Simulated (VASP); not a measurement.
# SiMo12 in VASP: single point with PBE

Aim: the single point of SiMo12 with PBE.

Program: VASP 6.6.1. These are calculated values, not measurements. Logs are shortened: lines on timing, memory, paths and dates and some standing lists are left out, and cuts for length are marked.

**1. The cell of the first run**

The cell holds a slab with vacuum, 13 atoms: a = 5.474 Å, b = 5.474 Å, c = 19.808 Å, α = 90.00°, β = 90.00°, γ = 109.47°.

**2. Single point, PBE**

Input file INCAR:

```
  PREC = Accurate
  ENCUT = 520
  EDIFF = 1E-7
  ISMEAR = 0
  SIGMA = 0.1
  LREAL = False
  LASPH = True
  NELM = 80
  ALGO = Normal
  ISIF = 2
  LWAVE = False
  LCHARG = False
  LDIPOL = True
  IDIPOL = 3
  DIPOL = 0.5 0.5 0.326
  GGA = PE
  NBANDS = 98
```

Input file KPOINTS:

```
regular mesh
0
Gamma
  5 5 1
```

Input file POSCAR:

```
SiMo12
1.0
    5.4740406976      0.0000000000      0.0000000000
   -1.8246802325      5.1609750637      0.0000000000
    0.0000000000      0.0000000000     19.8082144280
Mo Si
12 1
Direct
    0.2500000000      0.2500000000      0.2019364246
    0.2500000000      0.7500000000      0.2019364246
    0.7500000000      0.2500000000      0.2019364246
    0.7500000000      0.7500000000      0.2019364246
    0.0000000000      0.0000000000      0.3106872620
    0.0000000000      0.5000000000      0.3106872620
    0.5000000000      0.0000000000      0.3106872620
    0.5000000000      0.5000000000      0.3106872620
    0.2500000000      0.2500000000      0.4194327792
    0.2500000000      0.7500000000      0.4194327792
    0.7500000000      0.2500000000      0.4194327792
    0.7500000000      0.7500000000      0.4194327792
    0.5000000000      0.5000000000      0.5118177543
```

Potentials or basis: VASP PAW PBE potentials, release 64 (Mo_sv, Si).

The run is started by

```sh
$ cat potpaw_PBE.64/Mo_sv/POTCAR potpaw_PBE.64/Si/POTCAR > POTCAR
$ mpirun -np 1 vasp_std > vasp.out
```

OUTCAR:

```text
PREC = Accurate
   ENCUT = 520
   EDIFF = 1E-7
   ISMEAR = 0
   LREAL = False
   LASPH = True
   NELM = 80
   ISIF = 2
   GGA = PE

 ion  position               nearest neighbor table
   1  0.250  0.250  0.202-   5 2.67   8 2.67   3 2.74   3 2.74   2 2.74   2 2.74   7 3.10   6 3.10
                             4 3.16   4 3.16
   2  0.250  0.750  0.202-   6 2.67   7 2.67   4 2.74   4 2.74   1 2.74   1 2.74   5 3.10   8 3.10
                             3 3.16   3 3.16
   3  0.750  0.250  0.202-   6 2.67   7 2.67   1 2.74   1 2.74   4 2.74   4 2.74   5 3.10   8 3.10
                             2 3.16   2 3.16
   4  0.750  0.750  0.202-   5 2.67   8 2.67   2 2.74   2 2.74   3 2.74   3 2.74   7 3.10   6 3.10
                             1 3.16   1 3.16
   5  0.000  0.000  0.311-   9 2.67  12 2.67   1 2.67   4 2.67   7 2.74   7 2.74   6 2.74   6 2.74
                            11 3.10  10 3.10   3 3.10   2 3.10   8 3.16   8 3.16
   6  0.000  0.500  0.311-  10 2.67  11 2.67   2 2.67   3 2.67   8 2.74   8 2.74   5 2.74   5 2.74
                             9 3.10  12 3.10   1 3.10   4 3.10   7 3.16   7 3.16
   7  0.500  0.000  0.311-  10 2.67  11 2.67   2 2.67   3 2.67   5 2.74   5 2.74   8 2.74   8 2.74
                             9 3.10  12 3.10   1 3.10   4 3.10   6 3.16   6 3.16
   8  0.500  0.500  0.311-   9 2.67  12 2.67   1 2.67   4 2.67   6 2.74   6 2.74   7 2.74   7 2.74
                            11 3.10  10 3.10   3 3.10   2 3.10   5 3.16   5 3.16
   9  0.250  0.250  0.419-  13 2.42   8 2.67   5 2.67  11 2.74  11 2.74  10 2.74  10 2.74   6 3.10
                             7 3.10  12 3.16  12 3.16
  10  0.250  0.750  0.419-   6 2.67   7 2.67  12 2.74  12 2.74   9 2.74   9 2.74  13 2.89   8 3.10
                             5 3.10  11 3.16  11 3.16
  11  0.750  0.250  0.419-   6 2.67   7 2.67   9 2.74   9 2.74  12 2.74  12 2.74  13 2.89   8 3.10
                             5 3.10  10 3.16  10 3.16
  12  0.750  0.750  0.419-  13 2.42   8 2.67   5 2.67  10 2.74  10 2.74  11 2.74  11 2.74   6 3.10
                             7 3.10   9 3.16   9 3.16
  13  0.500  0.500  0.512-   9 2.42  12 2.42  11 2.89  10 2.89

  LATTYP: Found a base centered orthorhombic cell.
 ALAT       =     6.3208777407
 B/A-ratio  =     1.4142135624
 C/A-ratio  =     3.1337759154

  Lattice vectors:

 A1 = (   5.4740406976,   0.0000000000,   0.0000000000)
 A2 = (  -1.8246802325,   5.1609750637,   0.0000000000)
 A3 = (   0.0000000000,   0.0000000000,  19.8082144280)

Analysis of symmetry for initial positions (statically):
=====================================================================
 Subroutine PRICEL returns:
 Original cell was already a primitive cell.

 Routine SETGRP: Setting up the symmetry group for a
 base centered orthorhombic supercell.

 Subroutine GETGRP returns: Found  4 space group operations
 (whereof  4 operations were pure point group operations)
 out of a pool of  8 trial point group operations.

The static configuration has the point symmetry C_2v.

Analysis of symmetry for dynamics (positions and initial velocities):
=====================================================================
 Subroutine PRICEL returns:
 Original cell was already a primitive cell.

 Routine SETGRP: Setting up the symmetry group for a
 base centered orthorhombic supercell.

 Subroutine GETGRP returns: Found  4 space group operations
 (whereof  4 operations were pure point group operations)
 out of a pool of  8 trial point group operations.

The dynamic configuration has the point symmetry C_2v.

 Subroutine INISYM returns: Found  4 space group operations
 (whereof  4 operations are pure point group operations),
 and found     1 'primitive' translations

----------------------------------------------------------------------------------------

                                     Primitive cell

  volume of cell :     559.6095

  direct lattice vectors                    reciprocal lattice vectors
     5.474040698  0.000000000  0.000000000     0.182680410  0.064587278  0.000000000
    -1.824680232  5.160975064  0.000000000     0.000000000  0.193761835  0.000000000
     0.000000000  0.000000000 19.808214428     0.000000000  0.000000000  0.050484106

  length of vectors
     5.474040698  5.474040698 19.808214428     0.193761835  0.193761835  0.050484106

  position of ions in fractional coordinates (direct lattice)
     0.250000000  0.250000000  0.201936425
     0.250000000  0.750000000  0.201936425
     0.750000000  0.250000000  0.201936425
     0.750000000  0.750000000  0.201936425
     0.000000000  0.000000000  0.310687262
     0.000000000  0.500000000  0.310687262
     0.500000000  0.000000000  0.310687262
     0.500000000  0.500000000  0.310687262
     0.250000000  0.250000000  0.419432779
     0.250000000  0.750000000  0.419432779
     0.750000000  0.250000000  0.419432779
     0.750000000  0.750000000  0.419432779
     0.500000000  0.500000000  0.511817754

  ion indices of the primitive-cell ions
   primitive index   ion index
                 1           1
                 2           2
                 3           3
                 4           4
                 5           5
                 6           6
                 7           7
                 8           8
                 9           9
                10          10
                11          11
                12          12
                13          13

----------------------------------------------------------------------------------------

 KPOINTS: regular mesh

Automatic generation of k-mesh.
 Grid dimensions read from file:
 generate k-points for:    5    5    1

 Generating k-lattice:

  Cartesian coordinates                     Fractional coordinates (reciprocal lattice)
     0.036536082  0.012917456  0.000000000     0.200000000  0.000000000  0.000000000
     0.000000000  0.038752367  0.000000000     0.000000000  0.200000000  0.000000000
     0.000000000  0.000000000  0.050484106     0.000000000  0.000000000  1.000000000

  Length of vectors
     0.038752367  0.038752367  0.050484106

  Shift w.r.t. Gamma in fractional coordinates (k-lattice)
     0.000000000  0.000000000  0.000000000

 Subroutine IBZKPT returns following result:
 ===========================================

 Found      9 irreducible k-points:

 Following reciprocal coordinates:
            Coordinates               Weight
  0.000000  0.000000  0.000000      1.000000
  0.200000 -0.000000  0.000000      4.000000
  0.400000  0.000000  0.000000      4.000000
  0.200000  0.200000  0.000000      2.000000
  0.400000  0.200000  0.000000      4.000000
 -0.400000  0.200000  0.000000      4.000000
 -0.200000  0.200000  0.000000      2.000000
  0.400000  0.400000  0.000000      2.000000
 -0.400000  0.400000  0.000000      2.000000
   k-points           NKPTS =      9   k-points in BZ     NKDIM =      9   number of bands    NBANDS=     98
   number of dos      NEDOS =    301   number of ions     NIONS =     13
   total plane-waves  NPLWV = 264600
   dimension x,y,z NGX =    42 NGY =   42 NGZ =  150
   dimension x,y,z NGXF=    84 NGYF=   84 NGZF=  300
   ions per type =              12   1
   NGX,Y,Z   is equivalent  to a cutoff of  12.76, 12.76, 12.59 a.u.
   NGXF,Y,Z  is equivalent  to a cutoff of  25.51, 25.51, 25.18 a.u.
 SYSTEM =  unknown system
   PREC   = accura    normal or accurate (medium, high low for compatibility)
   ISTART =      0    job   : 0-new  1-cont  2-samecut
   ICHARG =      2    charge: 1-file 2-atom 10-const
   ISPIN  =      1    spin polarized calculation?
   LNONCOLLINEAR =      F non collinear calculations
   LSORBIT =      F    spin-orbit coupling
   LASPH  =      T    aspherical Exc in radial PAW
   ENCUT  =  520.0 eV  38.22 Ry    6.18 a.u.  10.18 10.18 36.83*2*pi/ulx,y,z
   NELM   =     80;   NELMIN=  2; NELMDL= -5     # of ELM steps
   EDIFF  = 0.1E-06   stopping-criterion for ELM
   LREAL  =      F    real-space projection
   EDIFFG = 0.1E-05   stopping-criterion for IOM
   NSW    =      0    number of steps for IOM
   IBRION =     -1    ionic relax: 0-MD 1-quasi-New 2-CG
   NFREE  =      0    steps in history (QN), initial steepest desc. (CG)
   ISIF   =      2    stress and relaxation
   ISYM   =      2    0-nonsym 1-usesym 2-fastsym
   POTIM  = 0.5000    time-step for ionic-motion
   TEBEG  =    0.0;   TEEND  =   0.0 temperature during run
   PSTRESS=    0.0 pullay stress
   NELECT =     172.0000    total number of electrons
   NUPDOWN=      -1.0000    fix difference up-down
   EMIN   =  10.00;   EMAX   =-10.00  energy-range for DOS
   EFERMI =   0.00;   METHOD = LEGACY
   ISMEAR =     0;   SIGMA  =   0.10  broadening in eV -4-tet -1-fermi 0-gaus
   EFERMI_NEDOS =   21; number of points for ismear=-14 and -15
   IALGO  =     38    algorithm
   IMIX   =      4    mixing-type and parameters
     AMIX     =   0.40;   BMIX     =  1.00
     AMIX_MAG =   1.60;   BMIX_MAG =  1.00
  volume/ion in A,a.u.               =      43.05       290.49
  Fermi-wavevector in a.u.,A,eV,Ry     =   1.104814  2.087796 16.607470  1.220615
  Thomas-Fermi vector in A             =   2.241292
   LORBIT       =      0    0 simple, 1 ext, 2 COOP (PROOUT), +10 PAW based schemes
   GGA     = PE    functional components
   LHFCALC =     F    Hartree Fock is set to
   AEXX    =    0.0000 exact exchange contribution
   IVDW    =     0    specifies the selected vdW correction
   LEPSILON=     F    determine dielectric tensor
   LRPA    =     F    only Hartree local field effects (RPA)
 non-spin polarized calculation
 Gauss-broadening in eV      SIGMA  =   0.10
  energy-cutoff  :      520.00
  volume of cell :      559.61
 maximum number of plane-waves:     15102
 NGX is ok and might be reduce to    42
   NGX = 21   NGY = 21   NGZ = 73

 dipolmoment           0.000000      0.000000     -0.064942 electrons x Angstroem

 number of electron     171.9999986 magnetization

 dipolmoment           0.000000      0.000000      0.047047 electrons x Angstroem

 Free energy of the ion-electron system (eV)
  ---------------------------------------------------
  ext. energy  EPLUGINS =         0.00000000
  ---------------------------------------------------
  free energy    TOTEN  =      -127.36609964 eV

  energy without entropy =     -127.30897273  energy(sigma->0) =     -127.33753619

 E-fermi :   1.4377     XC(G=0):  -5.8538

 val. band max:        1.4267552723   @ k =  -0.2000   0.2000   0.0000
 cond. band min:       1.4435336551   @ k =  -0.4000   0.4000   0.0000
 fundamental gap:      0.0167783828
 Fermi energy:         1.4376631872

 k-point     1 :       0.0000    0.0000    0.0000
  band No.  band energies     occupation
      1     -59.7793      2.00000
      2     -59.6125      2.00000
      3     -59.5836      2.00000
      4     -59.5388      2.00000
      5     -59.5162      2.00000
      6     -59.4570      2.00000
[... 90 lines left out ...]
     97       3.1492      0.00000
     98       3.2116      0.00000

 k-point     2 :       0.2000   -0.0000    0.0000
  band No.  band energies     occupation
      1     -59.7634      2.00000
      2     -59.6225      2.00000
      3     -59.5872      2.00000
      4     -59.5439      2.00000
      5     -59.5053      2.00000
      6     -59.4511      2.00000
[... 696 lines left out ...]
     97       2.4879      0.00000
     98       2.5608      0.00000

 k-point     9 :      -0.4000    0.4000    0.0000
  band No.  band energies     occupation
      1     -59.6981      2.00000
      2     -59.6280      2.00000
      3     -59.6052      2.00000
      4     -59.5851      2.00000
      5     -59.4574      2.00000
      6     -59.4309      2.00000
[... 90 lines left out ...]
     97       2.3456      0.00000
     98       2.3980      0.00000

------------------------ aborting loop because EDIFF is reached ----------------------------------------

 vacuum level on the upper side and lower side of the slab       (xc-potential included)         0.043        -0.227

  FORCE on cell =-STRESS in cart. coord.  units (eV):
  Direction    XX          YY          ZZ          XY          YZ          ZX
  --------------------------------------------------------------------------------------
  -------------------------------------------------------------------------------------
  Total       -8.2354462     -7.2611563      2.7695449      1.3778540      0.0000000      0.0000000
  in kB      -23.5783064    -20.7888878      7.9292824      3.9448335      0.0000000      0.0000000
  external PRESSURE =     -12.1459706 kB  Pullay stress =       0.0000000 kB

 VOLUME and BASIS-vectors are now :
 -----------------------------------------------------------------------------
  energy-cutoff  :      520.00
  volume of cell :      559.61
      direct lattice vectors                 reciprocal lattice vectors
     5.474040698  0.000000000  0.000000000     0.182680410  0.064587278  0.000000000
    -1.824680232  5.160975064  0.000000000     0.000000000  0.193761835  0.000000000
     0.000000000  0.000000000 19.808214428     0.000000000  0.000000000  0.050484106

 POSITION                                       TOTAL-FORCE (eV/Angst)
 -----------------------------------------------------------------------------------
      0.91234      1.29024      4.00000        -0.056268     -0.079574      0.077659
      0.00000      3.87073      4.00000        -0.000596      0.000421     -0.127244
      3.64936      1.29024      4.00000         0.000596     -0.000421     -0.127244
      2.73702      3.87073      4.00000         0.056268      0.079574      0.077659
      0.00000      0.00000      6.15416         0.000000      0.000000     -0.534436
     -0.91234      2.58049      6.15416         0.000000      0.000000     -0.096076
      2.73702      0.00000      6.15416         0.000000      0.000000     -0.096076
      1.82468      2.58049      6.15416         0.000000      0.000000     -0.375426
      0.91234      1.29024      8.30821        -0.501109     -0.708675     -0.027242
      0.00000      3.87073      8.30821         0.203837     -0.144135      0.614874
      3.64936      1.29024      8.30821        -0.203837      0.144135      0.614874
      2.73702      3.87073      8.30821         0.501109      0.708675     -0.027242
      1.82468      2.58049     10.13820         0.000000      0.000000      0.025920
 -----------------------------------------------------------------------------------
    total drift:                                0.000000      0.000000      0.001020

  FREE ENERGIE OF THE ION-ELECTRON SYSTEM (eV)
  ---------------------------------------------------
  free  energy   TOTEN  =      -127.3660996422 eV

  energy  without entropy=     -127.3089727310  energy(sigma->0) =     -127.33753619

 vacuum level on the upper side and lower side of the slab         6.301         6.016
```

It took 25 min on 1 thread of Intel Xeon 8259CL, shared host; peak memory 0.76 GiB.

What came out:

```yaml
Free_energy: -127.3661 eV
Largest_force: 0.868 eV/Å
Band_gap_on_the_k_mesh: zero (bands 86 and 87 overlap by 1.47 eV)
```

Forces in eV/Å, atoms in the order of the input:
```
Mo  -0.056 -0.080  0.078
Mo  -0.001  0.000 -0.127
Mo   0.001  0.000 -0.127
Mo   0.056  0.080  0.078
Mo   0.000  0.000 -0.534
Mo   0.000  0.000 -0.096
Mo   0.000  0.000 -0.096
Mo   0.000  0.000 -0.375
Mo  -0.501 -0.709 -0.027
Mo   0.204 -0.144  0.615
Mo  -0.204  0.144  0.615
Mo   0.501  0.709 -0.027
Si   0.000  0.000  0.026
```
